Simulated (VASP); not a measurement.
ScAl3, 4 atoms in the cell. Symmetry: P4/mmm, No. 123, tetragonal system. The conventional cell has a = 4.106 Å, b = 4.106 Å, c = 4.004 Å, α = 90.00°, β = 90.00°, γ = 90.00°. Within 3.8 Å of Sc (site symmetry 4/mmm) lie 12 Al at 2.87 to 2.90 Å. Within 3.8 Å of Al (site symmetry mmm) lie 4 Sc at 2.87 Å and 8 Al at 2.87 to 2.90 Å. Al (site symmetry 4/mmm) has 8 Al at 2.87 Å and 4 Sc at 2.90 Å within 3.8 Å.  This cell differs from its parent crystal: uniaxial strain along a: -2.0 %.

```yaml
Program: VASP 6.6.1
Task: single point
Functional: r2SCAN
Potentials_or_basis: VASP PAW PBE potentials, release 64 (Sc_sv, Al)
Cutoff: 520 eV
k_mesh: 14 × 14 × 14
Occupations: gaussian, width 0.1 eV
Spin: no spin polarisation
Dipole_correction: no
Further_INCAR_settings: ALGO = Normal; EDIFF = 1e-06; NBANDS = 18
```

Potentials or basis: VASP PAW PBE potentials, release 64 (Sc_sv, Al).

Command:

```sh
$ cat potpaw_PBE.64/Sc_sv/POTCAR potpaw_PBE.64/Al/POTCAR > POTCAR
$ cp INCAR.step1 INCAR
$ mpirun -np 1 vasp_std > vasp.out
$ cp INCAR.step2 INCAR
$ mpirun -np 1 vasp_std > vasp.out
```

Hardware: 1 thread of Intel(R) Xeon(R) 6975P-C (Granite Rapids) (shared host).

Estimate the wall time of this run.

Run time: 7.1 min on 1 thread of Intel(R) Xeon(R) 6975P-C (Granite Rapids) (shared host), peak memory 0.43 GiB. Counts: k points 288.
